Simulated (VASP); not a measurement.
A run of VASP 6.6.1 is set up as follows.

File INCAR:

```
SYSTEM = NaAg
ALGO = Normal ; EDIFF = 1E-6
ENCUT = 520 ; GGA = PS
ISIF = 2 ; ISMEAR = -1
LASPH = .TRUE. ; LCHARG = .FALSE.
LREAL = .FALSE. ; LWAVE = .FALSE.
NBANDS = 26 ; NELM = 60
PREC = Accurate ; SIGMA = 0.05
```

Contents of KPOINTS:

```
k-points
0
G
  9 9 9
  0 0 0
```

POSCAR

```
NaAg
1.0
    0.0000000000      3.4413336843      3.4413336843
    3.4413336843      0.0000000000      3.4413336843
    3.4413336843      3.4413336843      0.0000000000
Na Ag
2 2
Direct
    0.1250000000      0.1250000000      0.1250000000
   -0.1250000000     -0.1250000000     -0.1250000000
    0.3750000000      0.3750000000      0.3750000000
   -0.3750000000     -0.3750000000     -0.3750000000
```

Potentials or basis: VASP PAW PBE potentials, release 64 (Na_pv, Ag).

The run is started by

```sh
$ cat potpaw_PBE.64/Na_pv/POTCAR potpaw_PBE.64/Ag/POTCAR > POTCAR
$ mpirun -np 1 vasp_std > vasp.out
```

Q: Estimate the band gap on the k mesh.

A: Zero (bands 18 and 19 overlap by 5.12 eV).

Q: Predict the pressure.

A: 0.0 GPa.

Caveat: the PAW data sets were made with another functional, which shifts forces and pressure a little.
